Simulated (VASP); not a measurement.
# MgO (pbe) (Fm-3m) in VASP: further runs

MgO (pbe) is run at these levels: PBE; tasks: single point, relaxation of cell and atoms.

All numbers are computed with VASP 6.6.1; they aren't measurements. Logs are shortened: lines on timing, memory, paths and dates and some standing lists are left out, and cuts for length are marked.

**Experimental background.**

“Electronic structure of alkaline earth and post-transition metal oxides”, 2009, arxiv:0908.1581 quotes, for a bulk crystal of MgO: band gap 7.83 eV.

The results are compared with them further down.

**1. The cell of the first run**

It takes space group Fm-3m (No. 225, cubic). Conventional cell: a = 4.249 Å, b = 4.249 Å, c = 4.249 Å, α = 90.00°, β = 90.00°, γ = 90.00°. Within 2.8 Å of Mg (site symmetry m-3m) lie 6 O at 2.12 Å. O (site symmetry m-3m) has 6 Mg at 2.12 Å within 2.8 Å.

**2. Single point, PBE**

Contents of INCAR:

```
SYSTEM = MgO
ALGO = Normal
EDIFF = 1E-7
ENCUT = 520
GGA = PE
ISIF = 2
ISMEAR = 0
LASPH = .TRUE.
LCHARG = .TRUE.
LELF = .TRUE.
LREAL = .FALSE.
LVHAR = .TRUE.
LWAVE = .FALSE.
NBANDS = 11
NELM = 60
PREC = Accurate
SIGMA = 0.1
```

Contents of KPOINTS:

```
k-points
0
G
  8 8 8
  0 0 0
```

Contents of POSCAR:

```
MgO
1.0
    0.0000000000      2.1245000000      2.1245000000
    2.1245000000      0.0000000000      2.1245000000
    2.1245000000      2.1245000000      0.0000000000
Mg O
1 1
Direct
    0.0000000000      0.0000000000      0.0000000000
    0.5000000000      0.5000000000      0.5000000000
```

Potentials or basis: VASP PAW PBE potentials, release 64 (Mg, O).

Launch:

```
cat potpaw_PBE.64/Mg/POTCAR potpaw_PBE.64/O/POTCAR > POTCAR
mpirun -np 1 vasp_std > vasp.out
```

OUTCAR:

```text
SYSTEM = MgO
   EDIFF = 1E-7
   ENCUT = 520
   GGA = PE
   ISIF = 2
   ISMEAR = 0
   LASPH = .TRUE.
   LREAL = .FALSE.
   NELM = 60
   PREC = Accurate

 ion  position               nearest neighbor table
   1  0.000  0.000  0.000-   2 2.12   2 2.12   2 2.12   2 2.12   2 2.12   2 2.12
   2  0.500  0.500  0.500-   1 2.12   1 2.12   1 2.12   1 2.12   1 2.12   1 2.12

  LATTYP: Found a face centered cubic cell.
 ALAT       =     4.2490000000

  Lattice vectors:

 A1 = (   0.0000000000,   2.1245000000,   2.1245000000)
 A2 = (   2.1245000000,   0.0000000000,   2.1245000000)
 A3 = (   2.1245000000,   2.1245000000,   0.0000000000)

Analysis of symmetry for initial positions (statically):
=====================================================================
 Subroutine PRICEL returns:
 Original cell was already a primitive cell.

 Routine SETGRP: Setting up the symmetry group for a
 face centered cubic supercell.

 Subroutine GETGRP returns: Found 48 space group operations
 (whereof 48 operations were pure point group operations)
 out of a pool of 48 trial point group operations.

The static configuration has the point symmetry O_h .

Analysis of symmetry for dynamics (positions and initial velocities):
=====================================================================
 Subroutine PRICEL returns:
 Original cell was already a primitive cell.

 Routine SETGRP: Setting up the symmetry group for a
 face centered cubic supercell.

 Subroutine GETGRP returns: Found 48 space group operations
 (whereof 48 operations were pure point group operations)
 out of a pool of 48 trial point group operations.

The dynamic configuration has the point symmetry O_h .

 Subroutine INISYM returns: Found 48 space group operations
 (whereof 48 operations are pure point group operations),
 and found     1 'primitive' translations

----------------------------------------------------------------------------------------

                                     Primitive cell

  volume of cell :      19.1779

  direct lattice vectors                    reciprocal lattice vectors
     0.000000000  2.124500000  2.124500000    -0.235349494  0.235349494  0.235349494
     2.124500000  0.000000000  2.124500000     0.235349494 -0.235349494  0.235349494
     2.124500000  2.124500000  0.000000000     0.235349494  0.235349494 -0.235349494

  length of vectors
     3.004496713  3.004496713  3.004496713     0.407637281  0.407637281  0.407637281

[... 88 lines left out ...]
   POTIM  = 0.5000    time-step for ionic-motion
   TEBEG  =    0.0;   TEEND  =   0.0 temperature during run
   PSTRESS=    0.0 pullay stress
   NELECT =       8.0000    total number of electrons
   NUPDOWN=      -1.0000    fix difference up-down
   EMIN   =  10.00;   EMAX   =-10.00  energy-range for DOS
   EFERMI =   0.00;   METHOD = LEGACY
   ISMEAR =     0;   SIGMA  =   0.10  broadening in eV -4-tet -1-fermi 0-gaus
   EFERMI_NEDOS =   21; number of points for ismear=-14 and -15
   IALGO  =     38    algorithm
   IMIX   =      4    mixing-type and parameters
     AMIX     =   0.40;   BMIX     =  1.00
     AMIX_MAG =   1.60;   BMIX_MAG =  1.00
  volume/ion in A,a.u.               =       9.59        64.71
  Fermi-wavevector in a.u.,A,eV,Ry     =   1.223221  2.311552 20.357968  1.496268
  Thomas-Fermi vector in A             =   2.358339
   LORBIT       =      0    0 simple, 1 ext, 2 COOP (PROOUT), +10 PAW based schemes
   GGA     = PE    functional components
   LHFCALC =     F    Hartree Fock is set to
   AEXX    =    0.0000 exact exchange contribution
   IVDW    =     0    specifies the selected vdW correction
   LEPSILON=     F    determine dielectric tensor
   LRPA    =     F    only Hartree local field effects (RPA)
 non-spin polarized calculation
 Gauss-broadening in eV      SIGMA  =   0.10
  energy-cutoff  :      520.00
  volume of cell :       19.18
 maximum number of plane-waves:       534
 NGX is ok and might be reduce to    24
   NGX = 11   NGY = 11   NGZ = 11

 number of electron       8.0000004 magnetization

 Free energy of the ion-electron system (eV)
  ---------------------------------------------------
  ext. energy  EPLUGINS =         0.00000000
  ---------------------------------------------------
  free energy    TOTEN  =       -11.91177202 eV

  energy without entropy =      -11.91177202  energy(sigma->0) =      -11.91177202

 E-fermi :   3.3989     XC(G=0): -10.9552

 val. band max:        2.9930612510   @ k =   0.0000   0.0000   0.0000
 cond. band min:       7.4688351607   @ k =   0.0000   0.0000   0.0000
 fundamental gap:      4.4757739098
 Fermi energy:         3.3989229685

 k-point     1 :       0.0000    0.0000    0.0000
  band No.  band energies     occupation
      1     -14.1382      2.00000
      2       2.9931      2.00000
      3       2.9931      2.00000
      4       2.9931      2.00000
      5       7.4688      0.00000
      6      18.6442      0.00000
      7      18.6442      0.00000
      8      18.6442      0.00000
      9      22.4925      0.00000
     10      24.2365      0.00000
     11      24.2365      0.00000
[... 309 lines left out ...]
 k-point    24 :      -0.3750    0.2500    0.1250
  band No.  band energies     occupation
      1     -12.7746      2.00000
      2      -0.9057      2.00000
      3       1.1165      2.00000
      4       2.0411      2.00000
      5      12.4802      0.00000
      6      14.9379      0.00000
      7      16.2086      0.00000
      8      19.5716      0.00000
      9      23.2111      0.00000
     10      24.7210      0.00000
     11      28.7350      0.00000

 [... further k-points ...]

------------------------ aborting loop because EDIFF is reached ----------------------------------------

  FORCE on cell =-STRESS in cart. coord.  units (eV):
  Direction    XX          YY          ZZ          XY          YZ          ZX
  --------------------------------------------------------------------------------------
  -------------------------------------------------------------------------------------
  Total       -0.0266485     -0.0266485     -0.0266485      0.0000000      0.0000000      0.0000000
  in kB       -2.2263008     -2.2263008     -2.2263008      0.0000000      0.0000000      0.0000000
  external PRESSURE =      -2.2263008 kB  Pullay stress =       0.0000000 kB

 VOLUME and BASIS-vectors are now :
 -----------------------------------------------------------------------------
  energy-cutoff  :      520.00
  volume of cell :       19.18
      direct lattice vectors                 reciprocal lattice vectors
     0.000000000  2.124500000  2.124500000    -0.235349494  0.235349494  0.235349494
     2.124500000  0.000000000  2.124500000     0.235349494 -0.235349494  0.235349494
     2.124500000  2.124500000  0.000000000     0.235349494  0.235349494 -0.235349494

 POSITION                                       TOTAL-FORCE (eV/Angst)
 -----------------------------------------------------------------------------------
      0.00000      0.00000      0.00000         0.000000      0.000000      0.000000
      2.12450      2.12450      2.12450        -0.000000     -0.000000     -0.000000
 -----------------------------------------------------------------------------------
    total drift:                               -0.000000     -0.000000      0.000000

  FREE ENERGIE OF THE ION-ELECTRON SYSTEM (eV)
  ---------------------------------------------------
  free  energy   TOTEN  =       -11.9117720160 eV

  energy  without entropy=      -11.9117720160  energy(sigma->0) =      -11.91177202
```

OSZICAR:

```text
N       E                     dE             d eps       ncg     rms          rms(c)
DAV:   1     0.161634931417E+02    0.16163E+02   -0.45729E+03   686   0.639E+02
DAV:   2    -0.127999641835E+02   -0.28963E+02   -0.28105E+02   727   0.140E+02
DAV:   3    -0.134670508021E+02   -0.66709E+00   -0.66681E+00   766   0.184E+01
DAV:   4    -0.134687335324E+02   -0.16827E-02   -0.16827E-02   698   0.105E+00
DAV:   5    -0.134687390292E+02   -0.54968E-05   -0.54968E-05   749   0.592E-02    0.720E+00
DAV:   6    -0.119309909621E+02    0.15377E+01   -0.89890E+00   665   0.163E+01    0.226E+00
DAV:   7    -0.119177539937E+02    0.13237E-01   -0.59164E-02   698   0.215E+00    0.135E+00
DAV:   8    -0.119121832174E+02    0.55708E-02   -0.29538E-02   671   0.192E+00    0.246E-01
DAV:   9    -0.119117854575E+02    0.39776E-03   -0.59065E-04   719   0.170E-01    0.138E-01
DAV:  10    -0.119117700026E+02    0.15455E-04   -0.50220E-04   701   0.167E-01    0.794E-03
DAV:  11    -0.119117721561E+02   -0.21535E-05   -0.29298E-06   734   0.137E-02    0.577E-03
DAV:  12    -0.119117720244E+02    0.13173E-06   -0.64594E-07   713   0.602E-03    0.568E-04
DAV:  13    -0.119117720160E+02    0.83680E-08   -0.60149E-08   376   0.140E-03
   1 F= -.11911772E+02 E0= -.11911772E+02  d E =-.232113E-10
```

stdout:

```text
POSCAR found type information on POSCAR MgO
 POSCAR found :  2 types and       2 ions
 scaLAPACK will be used
 LDA part: xc-table for (Slater+PW92), standard interpolation
 POSCAR, INCAR and KPOINTS ok, starting setup
 FFT: planning ... GRIDC
 FFT: planning ... GRID_SOFT
 FFT: planning ... GRID
 WAVECAR not read
 entering main loop
```

Wall time 6.5 s (1 thread of Intel Xeon Platinum 8259CL at 2.50GHz (Skylake/Cascade Lake), shared host); peak memory 0.14 GiB.

Results:

```
Free energy            : -11.9118 eV
Pressure               : -0.2 GPa
Band gap on the k mesh : 4.48 eV, direct
```

Levels at points of the mesh, in eV from the valence-band top:
```tsv
k point	band 1	band 2	band 3	band 4	band 5	band 6	band 7	band 8
(0.00, 0.00, 0.00)	-17.13	0.00	0.00	0.00	4.48	15.65	15.65	15.65
(0.50, 0.00, 0.00)	-15.91	-4.50	-0.62	-0.62	7.73	12.31	16.04	16.04
(0.50, 0.50, 0.00)	-15.66	-3.98	-1.31	-1.31	9.09	9.69	12.82	18.58
```

**3. Single point, PBE**

This run uses another cell than the first one, of 9.63 Å³/atom, 1.004 times its volume.

Contents of INCAR:

```
PREC     = Accurate       # precision mode
ENCUT    = 520            # plane-wave cutoff, eV
EDIFF    = 1E-6           # SCF threshold, eV
ISMEAR   = 0              # smearing method
SIGMA    = 0.02           # smearing width, eV
LREAL    = False          # projectors in reciprocal space
LASPH    = True           # aspherical terms in the spheres
NELM     = 60             # most SCF steps
ALGO     = Normal         # electronic algorithm
ISIF     = 2              # what is computed and relaxed
LWAVE    = False          # write WAVECAR
LCHARG   = False          # write CHGCAR
GGA      = PE             # functional
NBANDS   = 11             # bands
```

Contents of KPOINTS:

```
Automatic mesh
0
Gamma
  10 10 10
```

Contents of POSCAR:

```
MgO
1.0
    0.0000000000      2.1272357887      2.1272357887
    2.1272357887      0.0000000000      2.1272357887
    2.1272357887      2.1272357887      0.0000000000
Mg O
1 1
Direct
    0.0000000000      0.0000000000      0.0000000000
    0.5000000000      0.5000000000      0.5000000000
```

Potentials or basis: VASP PAW PBE potentials, release 64 (Mg, O).

Launch:

```
cat potpaw_PBE.64/Mg/POTCAR potpaw_PBE.64/O/POTCAR > POTCAR
mpirun -np 1 vasp_std > vasp.out
```

It took 7.5 s on 1 thread of Intel Xeon Platinum 8259CL at 2.50GHz (Skylake/Cascade Lake), shared host; peak memory 0.14 GiB.

It converged, with:

```
Free energy            : -11.9116 eV
Pressure               : -0.8 GPa
Band gap on the k mesh : 4.44 eV, direct
```

Levels at points of the mesh, in eV from the valence-band top:
```
           k point  band 1  band 2  band 3  band 4  band 5  band 6  band 7  band 8  band 9
(0.00, 0.00, 0.00)  -17.11    0.00    0.00    0.00    4.44   15.63   15.63   15.63   19.47
(0.50, 0.00, 0.00)  -15.90   -4.49   -0.62   -0.62    7.71   12.27   16.00   16.00   20.44
(0.50, 0.50, 0.00)  -15.65   -3.96   -1.31   -1.31    9.08    9.65   12.78   18.52   18.52
```

**4. Relaxation of cell and atoms, PBE**

Contents of INCAR:

```
PREC     = Accurate       # precision mode
ENCUT    = 600            # plane-wave cutoff, eV
EDIFF    = 1E-6           # SCF threshold, eV
ISMEAR   = 0              # smearing method
SIGMA    = 0.02           # smearing width, eV
LREAL    = F              # projectors in reciprocal space
LASPH    = T              # aspherical terms in the spheres
NELM     = 80             # most SCF steps
ALGO     = Normal         # electronic algorithm
ISIF     = 3              # what is computed and relaxed
LWAVE    = F              # write WAVECAR
LCHARG   = F              # write CHGCAR
GGA      = PE             # functional
IBRION   = 2              # ionic algorithm
NSW      = 100            # ionic steps
EDIFFG   = -0.002         # ionic threshold
```

KPOINTS is that of step 3.

Contents of POSCAR:

```
MgO
1.0
    0.0000000000      2.1245000000      2.1245000000
    2.1245000000      0.0000000000      2.1245000000
    2.1245000000      2.1245000000      0.0000000000
Mg O
1 1
Direct
    0.0000000000      0.0000000000      0.0000000000
    0.5000000000      0.5000000000      0.5000000000
```

Potentials or basis: VASP PAW PBE potentials, release 64 (Mg, O).

Launch:

```
cat potpaw_PBE.64/Mg/POTCAR potpaw_PBE.64/O/POTCAR > POTCAR
mpirun -np 1 vasp_std > vasp.out
```

OUTCAR:

```text
PREC = Accurate
   ENCUT = 600
   EDIFF = 1E-6
   ISMEAR = 0
   LREAL = F
   LASPH = T
   NELM = 80
   ISIF = 3
   GGA = PE
   IBRION = 2
   NSW = 100
   EDIFFG = -0.002

 ion  position               nearest neighbor table
   1  0.000  0.000  0.000-   2 2.12   2 2.12   2 2.12   2 2.12   2 2.12   2 2.12
   2  0.500  0.500  0.500-   1 2.12   1 2.12   1 2.12   1 2.12   1 2.12   1 2.12

  LATTYP: Found a face centered cubic cell.
 ALAT       =     4.2490000000

  Lattice vectors:

 A1 = (   0.0000000000,   2.1245000000,   2.1245000000)
 A2 = (   2.1245000000,   0.0000000000,   2.1245000000)
 A3 = (   2.1245000000,   2.1245000000,   0.0000000000)

Analysis of symmetry for initial positions (statically):
[... 260 lines left out ...]
 fundamental gap:      4.5056706958
 Fermi energy:         3.1278122823

 k-point     1 :       0.0000    0.0000    0.0000
  band No.  band energies     occupation
      1     -14.1325      2.00000
      2       3.0126      2.00000
      3       3.0126      2.00000
      4       3.0126      2.00000
      5       7.5183      0.00000
      6      18.6837      0.00000
      7      18.6837      0.00000
      8      18.6837      0.00000
[... 243 lines left out ...]
 k-point    24 :       0.4000    0.3000    0.0000
  band No.  band energies     occupation
      1     -12.9475      2.00000
      2      -0.4867      2.00000
      3       1.7434      2.00000
      4       1.9564      2.00000
      5      12.3605      0.00000
      6      13.1181      0.00000
      7      16.3705      0.00000
      8      20.8883      0.00000

 [... further k-points ...]

------------------------ aborting loop because EDIFF is reached ----------------------------------------

  FORCE on cell =-STRESS in cart. coord.  units (eV):
  Direction    XX          YY          ZZ          XY          YZ          ZX
  --------------------------------------------------------------------------------------
  -------------------------------------------------------------------------------------
  Total        0.0005232      0.0005232      0.0005232      0.0000000      0.0000000      0.0000000
  in kB        0.0438404      0.0438404      0.0438404      0.0000000      0.0000000      0.0000000
  external PRESSURE =       0.0438404 kB  Pullay stress =       0.0000000 kB
[... 17 lines left out ...]
  FREE ENERGIE OF THE ION-ELECTRON SYSTEM (eV)
  ---------------------------------------------------
  free  energy   TOTEN  =       -11.9150431730 eV

  energy  without entropy=      -11.9150431730  energy(sigma->0) =      -11.91504317

 reached required accuracy - stopping structural energy minimisation
```

OSZICAR:

```text
N       E                     dE             d eps       ncg     rms          rms(c)
DAV:   1     0.191577700094E+02    0.19158E+02   -0.51491E+03   816   0.998E+02
DAV:   2    -0.130048827285E+02   -0.32163E+02   -0.30840E+02   904   0.154E+02
DAV:   3    -0.134692383803E+02   -0.46436E+00   -0.46436E+00   912   0.220E+01
DAV:   4    -0.134699720686E+02   -0.73369E-03   -0.73369E-03  1040   0.888E-01
[... 15 lines left out ...]
       N       E                     dE             d eps       ncg     rms          rms(c)
DAV:   1    -0.119151373955E+02   -0.10818E-03   -0.20272E-03   752   0.462E-01    0.732E-02
DAV:   2    -0.119150448395E+02    0.92556E-04   -0.67766E-04   752   0.192E-01    0.707E-03
DAV:   3    -0.119150436383E+02    0.12012E-05   -0.58276E-06   848   0.298E-02    0.446E-03
DAV:   4    -0.119150431730E+02    0.46530E-06   -0.50558E-07   400   0.785E-03
   3 F= -.11915043E+02 E0= -.11915043E+02  d E =-.857610E-04
```

CONTCAR:

```text
MgO
   1.00000000000000
     0.0000000000000000    2.1223727570910800    2.1223727570910800
     2.1223727570910800    0.0000000000000000    2.1223727570910800
     2.1223727570910800    2.1223727570910800    0.0000000000000000
  Mg              O
     1     1
Direct
     0.0000000000000000    0.0000000000000000    0.0000000000000000
     0.5000000000000000    0.5000000000000000    0.5000000000000000

  0.00000000E+00  0.00000000E+00  0.00000000E+00
  0.00000000E+00  0.00000000E+00  0.00000000E+00
```

It took 12 s on 1 thread of Intel Xeon Platinum 8259CL at 2.50GHz (Skylake/Cascade Lake), shared host; peak memory 0.15 GiB.

Results:

- Free energy: -11.9150 eV
- Relaxed volume: 9.56 Å³/atom
- Relaxed cell: a = 3.001 Å, b = 3.001 Å, c = 3.001 Å, α = 60.00°, β = 60.00°, γ = 60.00°
- Space group after relaxing (to 0.05 Å): Fm-3m (No. 225)
- Energy gained by relaxing: 0.0 meV/atom
- Ionic steps: 3
- Pressure after relaxing: 0.0 GPa
- Band gap on the k mesh: 4.51 eV, direct

Final structure:
```cif
data_structure
_symmetry_space_group_name_H-M 'P 1'
_symmetry_Int_Tables_number 1
_cell_length_a 3.0015
_cell_length_b 3.0015
_cell_length_c 3.0015
_cell_angle_alpha 60.000
_cell_angle_beta 60.000
_cell_angle_gamma 60.000
_cell_volume 19.12
loop_
_atom_site_label
_atom_site_type_symbol
_atom_site_fract_x
_atom_site_fract_y
_atom_site_fract_z
_atom_site_occupancy
Mg1 Mg 0.00000 0.00000 0.00000 1
O1 O 0.50000 0.50000 0.50000 1
```

Levels at points of the mesh, in eV from the valence-band top:
| k point | band 2 | band 3 | band 4 | band 5 | band 6 | band 7 |
| --- | --- | --- | --- | --- | --- | --- |
| (0.00, 0.00, 0.00) | 0.00 | 0.00 | 0.00 | 4.51 | 15.67 | 15.67 |
| (0.50, 0.00, 0.00) | -4.51 | -0.63 | -0.63 | 7.75 | 12.34 | 16.08 |
| (0.50, 0.50, 0.00) | -3.99 | -1.32 | -1.32 | 9.09 | 9.72 | 12.85 |

**5. Summary**

```csv
task,cell,k mesh,cutoff (eV),smearing,gap on the mesh (eV),pressure (GPa)
single point,"a = 3.004 Å, angles 60.0°, 2 atoms",8 × 8 × 8,520,gaussian 0.1 eV,4.48,-0.2
single point,"a = 3.008 Å, angles 60.0°, 2 atoms",10 × 10 × 10,520,gaussian 0.02 eV,4.44,-0.8
relaxation of cell and atoms,"relaxed from a = 3.004 Å, angles 60.0°, 2 atoms",10 × 10 × 10,600,gaussian 0.02 eV,4.51,0.0
```

Alike in all rows: level PBE; potentials or basis VASP PAW PBE potentials, release 64 (Mg, O); no spin polarisation.

Absolute energies hang on the potentials; compare differences alone.

**6. Comparison with measurements**

Step 2. Measured gap of MgO: 7.83 eV (quoted in “Electronic structure of alkaline earth and post-transition metal oxides”, 2009, arxiv:0908.1581). This calculation gives 4.48 eV (-3.35 eV). The value is that of PBE, without temperature or zero-point motion. Semilocal functionals fall short of measured gaps as a rule.

Step 3. Against the measured gap of MgO, 7.83 eV (quoted in “Electronic structure of alkaline earth and post-transition metal oxides”, 2009, arxiv:0908.1581), the calculated 4.44 eV is off by -3.39 eV. The value is that of PBE, without temperature or zero-point motion. Semilocal functionals fall short of measured gaps as a rule.
